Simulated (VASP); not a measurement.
Crystal: CoSi2.

```xyz
3
Lattice="0.0000 2.6780 2.6780 2.6780 0.0000 2.6780 2.6780 2.6780 0.0000" Properties=species:S:1:pos:R:3 pbc="T T T"
Co    0.0000    0.0000    0.0000
Si    1.3390    1.3390    1.3390
Si    4.0170    4.0170    4.0170
```

Base run:

```yaml
Program: VASP 6.6.1
Functional: PBE
Potentials_or_basis: VASP PAW PBE potentials, release 64 (Co, Si)
Cutoff: 520 eV
k_mesh: 10 × 10 × 10
Occupations: fermi-dirac, width 0.1 eV
Spin: collinear spin, ferromagnetic start
Starting_moments: "[0.9, 0.0, 0.0] μB"
Fixed_moment: 0.9 μB
```

Its results: pressure 3.6 GPa; site moments Co +0.56; Si +0.07 μB.

The run is repeated on the same cell with these changes: fixed moment from 0.9 μB to 0.45 μB; moments at the start from [0.9, 0.0, 0.0] to [0.45, 0.0, 0.0]. What comes out?

Pressure 1.0 GPa; site moments Co +0.29; Si +0.03 μB.

Caveats: the total moment is fixed, so each spin has its own Fermi level; the cell stands under pressure (at least some runs).
